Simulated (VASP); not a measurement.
Cd2SeO, 4 atoms in the cell. It takes space group P-4m2 (No. 115, tetragonal). Conventional cell: a = 3.781 Å, b = 3.781 Å, c = 5.913 Å, α = 90.00°, β = 90.00°, γ = 90.00°. O (site symmetry -4m2) has 4 Cd at 2.22 Å within 2.9 Å. Within 2.9 Å of Cd (site symmetry 2mm) lie 2 O at 2.22 Å and 2 Se at 2.60 Å. Se (site symmetry -4m2) has 4 Cd at 2.60 Å within 3.4 Å.  This cell differs from its parent crystal: epitaxial xy strain -5.9%.

```yaml
Program: VASP 6.6.1
Task: single point
Functional: HSE06
Potentials_or_basis: VASP PAW PBE potentials, release 64 (O, Cd, Se)
Cutoff: 520 eV
k_mesh: 4 × 4 × 4
Occupations: fermi-dirac, width 0.02 eV
Spin: no spin polarisation
Dipole_correction: no
Grid_for_exact_exchange_PRECFOCK: Normal
Further_INCAR_settings: ALGO = Normal; EDIFF = 1e-06; NBANDS = 26
Screening_parameter: 0.2079 1/Å
```

Potentials or basis: VASP PAW PBE potentials, release 64 (O, Cd, Se).

The run is started by

```sh
$ cat potpaw_PBE.64/O/POTCAR potpaw_PBE.64/Cd/POTCAR potpaw_PBE.64/Se/POTCAR > POTCAR
$ cp INCAR.step1 INCAR
$ mpirun -np 1 vasp_std > vasp.out
$ cp INCAR.step2 INCAR
$ mpirun -np 1 vasp_std > vasp.out
```

Hardware: 1 thread of Intel(R) Xeon(R) Platinum 8124M CPU @ 3.00GHz (Skylake/Cascade Lake), with other jobs on the host.

Problem. Estimate the wall time of this run.

Solution. It took 68 min on 1 thread of Intel(R) Xeon(R) Platinum 8124M CPU @ 3.00GHz (Skylake/Cascade Lake), with other jobs on the host, peak memory 0.35 GiB. Counts: k points 18.
